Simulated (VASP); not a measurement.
Set up this calculation in VASP 6.6.1, as the native input.

```yaml
Task: single point
Functional: PBE
Potentials_or_basis: VASP PAW PBE potentials, release 64 (Na_pv)
Cutoff: 500 eV
k_mesh: 11 × 11 × 6
Occupations: fermi-dirac, width 0.1 eV
Spin: no spin polarisation
Dipole_correction: no
Further_INCAR_settings: ALGO = Normal; EDIFF = 1e-06; NBANDS = 14
```

The structure of Na lies in POSCAR:

```
Na
1.0
    3.8418858796      0.0000000000      0.0000000000
   -1.9209429398      3.3271707702      0.0000000000
    0.0000000000      0.0000000000      6.2733708094
Na
2
Direct
    0.3333333333      0.6666666667      0.2500000000
    0.6666666667      0.3333333333      0.7500000000
```

This cell differs from its parent crystal: volume scaled by 1.08.

One way to write it, as run:

INCAR

```
SYSTEM = Na
  ALGO = Normal
  EDIFF = 1E-6
  ENCUT = 500
  GGA = PE
  GGA_COMPAT = .False.
  ISIF = 2
  ISMEAR = -1
  LASPH = .True.
  LCHARG = .False.
  LREAL = .False.
  LWAVE = .False.
  NBANDS = 14
  NELM = 120
  PREC = Accurate
  SIGMA = 0.1
```

KPOINTS

```
k-points
0
Gamma
  11 11 6
  0 0 0
```

Potentials or basis: VASP PAW PBE potentials, release 64 (Na_pv).

Command:

```console
$ cat potpaw_PBE.64/Na_pv/POTCAR > POTCAR
$ mpirun -np 1 vasp_std > vasp.out
```

It gave:

The pressure is -0.5 GPa and the band gap on the k mesh is zero (band 7 reaches 1.83 eV, above the bottom of band 8 at -2.03 eV).

Run time: 29 s on 1 thread of Intel Xeon 6975P-C, with other jobs on the host, peak memory 0.2 GiB.
